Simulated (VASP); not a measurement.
# Re (P6_3/mmc) in VASP: further runs, part 4 of 4

VASP 6.6.1. The steps go on from the part before.

**6. Single point, r2SCAN**

Contents of POSCAR:

```
Re
1.0
    2.7598270443      0.0000000000      0.0000000000
   -1.3799135221      2.3900803304      0.0000000000
    0.0000000000      0.0000000000      4.4572270891
Re
2
Direct
    0.3333333333      0.6666666667      0.2500000000
    0.6666666667      0.3333333333      0.7500000000
```

Contents of INCAR.step1:

```
PREC = Accurate ; ENCUT = 520
ISMEAR = -1 ; SIGMA = 0.1
LREAL = F ; LASPH = T
NELM = 100 ; NBANDS = 14
GGA = PE ; ALGO = Normal
EDIFF = 1E-4 ; LWAVE = T
LCHARG = F
```

Contents of INCAR.step2:

```
PREC = Accurate ; ENCUT = 520
EDIFF = 1E-6 ; ISMEAR = -1
SIGMA = 0.1 ; LREAL = F
LASPH = T ; NELM = 100
ALGO = Normal ; ISIF = 2
LWAVE = F ; LCHARG = F
METAGGA = R2SCAN ; LMIXTAU = T
NBANDS = 14 ; ISTART = 1
```

Contents of KPOINTS:

```
Automatic mesh
0
Gamma
  19 19 10
```

Potentials or basis: VASP PAW PBE potentials, release 64 (Re).

Run with:

```console
$ cat potpaw_PBE.64/Re/POTCAR > POTCAR
$ cp INCAR.step1 INCAR
$ mpirun -np 1 vasp_std > vasp.out
$ cp INCAR.step2 INCAR
$ mpirun -np 1 vasp_std > vasp.out
```

OUTCAR:

```text
PREC = Accurate
   ENCUT = 520
   EDIFF = 1E-6
   ISMEAR = -1
   LREAL = F
   LASPH = T
   NELM = 100
   ISIF = 2
   METAGGA = R2SCAN
   ISTART = 1

 ion  position               nearest neighbor table
   1  0.333  0.667  0.250-   2 2.74   2 2.74   2 2.74   2 2.74   2 2.74   2 2.74
   2  0.667  0.333  0.750-   1 2.74   1 2.74   1 2.74   1 2.74   1 2.74   1 2.74

  LATTYP: Found a hexagonal cell.
 ALAT       =     2.7598270443
 C/A-ratio  =     1.6150385577

  Lattice vectors:

 A1 = (   2.7598270443,   0.0000000000,   0.0000000000)
 A2 = (  -1.3799135221,   2.3900803304,   0.0000000000)
 A3 = (   0.0000000000,   0.0000000000,   4.4572270891)

Analysis of symmetry for initial positions (statically):
=====================================================================
 Subroutine PRICEL returns:
 Original cell was already a primitive cell.

 Routine SETGRP: Setting up the symmetry group for a
 hexagonal supercell.

 Subroutine GETGRP returns: Found 24 space group operations
 (whereof 12 operations were pure point group operations)
 out of a pool of 24 trial point group operations.

The static configuration has the point symmetry D_3d.
 The point group associated with its full space group is D_6h.

Analysis of symmetry for dynamics (positions and initial velocities):
=====================================================================
 Subroutine PRICEL returns:
 Original cell was already a primitive cell.

 Routine SETGRP: Setting up the symmetry group for a
 hexagonal supercell.

 Subroutine GETGRP returns: Found 24 space group operations
 (whereof 12 operations were pure point group operations)
 out of a pool of 24 trial point group operations.

The dynamic configuration has the point symmetry D_3d.
 The point group associated with its full space group is D_6h.

 Subroutine INISYM returns: Found 24 space group operations
 (whereof 12 operations are pure point group operations),
 and found     1 'primitive' translations

[... 118 lines left out ...]
   LORBIT       =      0    0 simple, 1 ext, 2 COOP (PROOUT), +10 PAW based schemes
   METAGGA = R2SCAN    functional components
   LHFCALC =     F    Hartree Fock is set to
   AEXX    =    0.0000 exact exchange contribution
   IVDW    =     0    specifies the selected vdW correction
   LEPSILON=     F    determine dielectric tensor
   LRPA    =     F    only Hartree local field effects (RPA)
 non-spin polarized calculation
  energy-cutoff  :      520.00
  volume of cell :       29.40
 maximum number of plane-waves:       814
 NGX is ok and might be reduce to    24
   NGX = 11   NGY = 11   NGZ = 17

 number of electron      14.0000000 magnetization

 Free energy of the ion-electron system (eV)
  ---------------------------------------------------
  ext. energy  EPLUGINS =         0.00000000
  ---------------------------------------------------
  free energy    TOTEN  =      -104.92596774 eV

  energy without entropy =     -104.87404521  energy(sigma->0) =     -104.90000648

 E-fermi :   7.6950     XC(G=0): -14.9948

 val. band max:        7.6827394147   @ k =   0.1053   0.0526   0.0000
 cond. band min:       7.6975195374   @ k =   0.1579   0.0526   0.2000
 fundamental gap:      0.0147801226
 Fermi energy:         7.6950218794

 k-point     1 :       0.0000    0.0000    0.0000
  band No.  band energies     occupation
      1      -2.6547      2.00000
      2       0.7591      2.00000
      3       6.0532      2.00000
      4       6.0714      2.00000
      5       6.0714      2.00000
      6       6.9364      1.99899
      7       6.9364      1.99899
      8       7.9168      0.19637
      9       7.9168      0.19637
     10       8.2465      0.00802
     11      11.2217      0.00000
     12      11.2217      0.00000
     13      18.2638      0.00000
     14      22.5201      0.00000
[... 377 lines left out ...]
      1       1.4350      2.00000
      2       2.2018      2.00000
      3       2.7585      2.00000
      4       4.6934      2.00000
      5       5.6201      2.00000
      6       6.5089      1.99999
      7       6.5988      1.99997
      8       9.7485      0.00000
      9      10.8579      0.00000
     10      11.9474      0.00000
     11      12.0480      0.00000
     12      17.6799      0.00000
     13      18.9889      0.00000
     14      19.9321      0.00000

 [... further k-points ...]
[... 5 lines left out ...]
  --------------------------------------------------------------------------------------
  -------------------------------------------------------------------------------------
  Total        0.0088425      0.0088425      0.0374607      0.0000000     -0.0000000      0.0000000
  in kB        0.4818661      0.4818661      2.0413968      0.0000000     -0.0000000      0.0000000
  external PRESSURE =       1.0017097 kB  Pullay stress =       0.0000000 kB

 VOLUME and BASIS-vectors are now :
 -----------------------------------------------------------------------------
  energy-cutoff  :      520.00
  volume of cell :       29.40
      direct lattice vectors                 reciprocal lattice vectors
     2.759827044  0.000000000  0.000000000     0.362341547  0.209197990  0.000000000
    -1.379913522  2.390080330  0.000000000     0.000000000  0.418395979  0.000000000
     0.000000000  0.000000000  4.457227089     0.000000000  0.000000000  0.224354734

 POSITION                                       TOTAL-FORCE (eV/Angst)
 -----------------------------------------------------------------------------------
     -0.00000      1.59339      1.11431         0.000000     -0.000000      0.000000
      1.37991      0.79669      3.34292         0.000000      0.000000      0.000000
 -----------------------------------------------------------------------------------
    total drift:                                0.000000     -0.000000     -0.000000

  FREE ENERGIE OF THE ION-ELECTRON SYSTEM (eV)
  ---------------------------------------------------
  free  energy   TOTEN  =      -104.9259677415 eV

  energy  without entropy=     -104.8740452122  energy(sigma->0) =     -104.90000648
```

OUTCAR.step1:

```text
PREC = Accurate
   ENCUT = 520
   ISMEAR = -1
   LREAL = F
   LASPH = T
   NELM = 100
[... 630 lines left out ...]
 -----------------------------------------------------------------------------------
     -0.00000      1.59339      1.11431        -0.000000      0.000000      0.000000
      1.37991      0.79669      3.34292         0.000000     -0.000000      0.000000
 -----------------------------------------------------------------------------------
    total drift:                                0.000000     -0.000000     -0.000000

  FREE ENERGIE OF THE ION-ELECTRON SYSTEM (eV)
  ---------------------------------------------------
  free  energy   TOTEN  =       -24.8692289618 eV

  energy  without entropy=      -24.8147376871  energy(sigma->0) =      -24.84198332
```

OSZICAR.step1:

```text
N       E                     dE             d eps       ncg     rms          rms(c)
DAV:   1     0.200696492585E+02    0.20070E+02   -0.67781E+03 13424   0.124E+03
DAV:   2    -0.252524008219E+02   -0.45322E+02   -0.40079E+02 10994   0.281E+02
DAV:   3    -0.262543082070E+02   -0.10019E+01   -0.97635E+00 10470   0.424E+01
DAV:   4    -0.262637717979E+02   -0.94636E-02   -0.94364E-02 10404   0.289E+00
DAV:   5    -0.262639673740E+02   -0.19558E-03   -0.19555E-03 10360   0.720E-01    0.428E+01
DAV:   6    -0.252338547050E+02    0.10301E+01   -0.78069E-01 11668   0.248E+01    0.176E+01
DAV:   7    -0.248822420119E+02    0.35161E+00   -0.54882E-01 11714   0.202E+01    0.632E-01
DAV:   8    -0.248701014299E+02    0.12141E-01   -0.79417E-03 11540   0.910E-01    0.188E-01
DAV:   9    -0.248691854660E+02    0.91596E-03   -0.15159E-04  7760   0.268E-01    0.909E-02
DAV:  10    -0.248692289618E+02   -0.43496E-04   -0.28904E-04  6728   0.302E-01
   1 F= -.24869229E+02 E0= -.24841983E+02  d E =-.544913E-01
```

Wall time 2.9 min (1 thread of Intel Xeon 6975P-C (Granite Rapids), shared host); peak memory 0.22 GiB.

Results:

| Quantity | Value |
| --- | --- |
| Free energy | -104.9260 eV |
| Pressure | 0.1 GPa |
| Band gap on the k mesh | zero (bands 7 and 8 overlap by 3.14 eV) |

Stress tensor (GPa, compression positive):
```
0.05 0.00 0.00
0.00 0.05 0.00
0.00 0.00 0.20
```

Levels at points of the mesh, in eV from the Fermi level:
```
           k point  band 4  band 5  band 6  band 7  band 8  band 9  band 10  band 11
(0.00, 0.00, 0.00)   -1.62   -1.62   -0.76   -0.76    0.22    0.22     0.55     3.53
(0.00, 0.00, 0.50)   -2.51   -1.76   -1.76   -1.76   -1.76    2.67     2.67     2.67
```

Caveat: the PAW data sets were made with another functional, which shifts forces and pressure a little; spin-orbit coupling is left out, which moves the levels of the heavy elements.

**7. Single point, r2SCAN**

POSCAR is that of step 6.

Contents of INCAR.step1:

```
PREC     = Accurate       # precision mode
ENCUT    = 520            # plane-wave cutoff, eV
ISMEAR   = -1             # smearing method
SIGMA    = 0.1            # smearing width, eV
LREAL    = False          # projectors in reciprocal space
LASPH    = True           # aspherical terms in the spheres
NELM     = 60             # most SCF steps
NBANDS   = 14             # bands
GGA      = PE             # functional
ALGO     = Normal         # electronic algorithm
EDIFF    = 1E-4           # SCF threshold, eV
LWAVE    = True           # write WAVECAR
LCHARG   = False          # write CHGCAR
```

Contents of INCAR.step2:

```
PREC     = Accurate       # precision mode
ENCUT    = 520            # plane-wave cutoff, eV
EDIFF    = 1E-6           # SCF threshold, eV
ISMEAR   = -1             # smearing method
SIGMA    = 0.1            # smearing width, eV
LREAL    = False          # projectors in reciprocal space
LASPH    = True           # aspherical terms in the spheres
NELM     = 60             # most SCF steps
ALGO     = Normal         # electronic algorithm
ISIF     = 2              # what is computed and relaxed
LWAVE    = False          # write WAVECAR
LCHARG   = False          # write CHGCAR
METAGGA  = R2SCAN         # meta-GGA
LMIXTAU  = True         
NBANDS   = 14             # bands
ISTART   = 1
```

Contents of KPOINTS:

```
Automatic mesh
0
Gamma
  21 21 12
```

Run with:

```console
$ cat potpaw_PBE.64/Re/POTCAR > POTCAR
$ cp INCAR.step1 INCAR
$ mpirun -np 1 vasp_std > vasp.out
$ cp INCAR.step2 INCAR
$ mpirun -np 1 vasp_std > vasp.out
```

It took 3.6 min on 1 thread of Intel Xeon 6975P-C (Granite Rapids), shared host; peak memory 0.25 GiB.

Results (log left out):

```yaml
Free_energy: -104.9260 eV
Pressure: 0.1 GPa
Band_gap_on_the_k_mesh: zero (bands 7 and 8 overlap by 3.29 eV)
```

Stress tensor (GPa, compression positive):
```
0.06 0.00 0.00
0.00 0.06 0.00
0.00 0.00 0.20
```

Levels at points of the mesh, in eV from the Fermi level:
```csv
k point,band 5,band 6,band 7,band 8,band 9,band 10
"(0.00, 0.00, 0.00)",-1.62,-0.76,-0.76,0.22,0.22,0.55
"(0.00, 0.00, 0.50)",-1.76,-1.76,-1.76,-1.76,2.67,2.67
```

Caveat: the PAW data sets were made with another functional, which shifts forces and pressure a little; spin-orbit coupling is left out, which moves the levels of the heavy elements.

**8. Summary**

| k mesh | smearing | gap on the mesh (eV) | pressure (GPa) |
| --- | --- | --- | --- |
| 13 × 13 × 7 | methfessel-paxton 1 eV | none | -0.2 |
| 13 × 13 × 7 | methfessel-paxton 0.01 eV | none | -0.1 |
| 13 × 13 × 7 | methfessel-paxton 0.1 eV | none | -0.2 |
| 14 × 14 × 8 | fermi-dirac 0.1 eV | none | 0.2 |
| 19 × 19 × 10 | fermi-dirac 0.1 eV | none | 0.1 |
| 21 × 21 × 12 | fermi-dirac 0.1 eV | none | 0.1 |

Alike in all rows: task single point; level r2SCAN; potentials or basis VASP PAW PBE potentials, release 64 (Re); no spin polarisation; cell as given; cutoff (eV) 520.

Caveats: the PAW data sets were made with another functional, which shifts forces and pressure a little; spin-orbit coupling is left out, which moves the levels of the heavy elements; so wide a smearing shifts energies and pressures (at least some runs).

Absolute energies hang on the potentials; compare differences alone.

The gap in the log of VASP goes by the Fermi energy; the results here count the filled bands.